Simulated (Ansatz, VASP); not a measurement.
**One calculation of AlNi, two programs**

```
Al Ni
1.0
     2.02120   -2.02115    0.00000
     2.02120    2.02115    0.00000
     0.00000    0.00000    2.63940
Al Ni
1 1
Cartesian
  0.0000 0.0000 0.0000
  2.0212 0.0000 1.3197
```

Alike in both runs: task single point; functional PBEsol; k mesh 16 × 16 × 16; occupations gaussian, width 0.15 eV; no spin polarisation.

|  | VASP | Ansatz |
| --- | --- | --- |
| version | VASP 6.6.1 | Ansatz 0.2.0 |
| potentials or method | VASP PAW PBE potentials, release 64 (Al, Ni), cutoff 520 eV | scalar-relativistic, plane waves, PAW |
| valence electrons in the cell | 13 | 21 |

VASP gave:

```
gap on the k mesh at the Fermi level (eV)                     : none
pressure (GPa)                                                : 17.8
traceless stress, the component that is largest in VASP (GPa) : 7.13
```

Problem. Estimate Ansatz's values.

Solution. gap on the k mesh at the Fermi level (eV): none; pressure (GPa): 17.8; traceless stress, the component that is largest in VASP (GPa): 7.02.

VASP's potentials were made for PBE, not for PBEsol, and Ansatz warns of the same on its side. A gap of «none» marks a metal or a gap that the smearing closes. With one functional, cell and mesh, what is left measures potentials, basis and numerics. VASP's potentials hold 13 valence electrons a cell and Ansatz's 21, so a difference there can come from the potentials and not from the codes. Ansatz's warnings: near symmetry operations not taken.
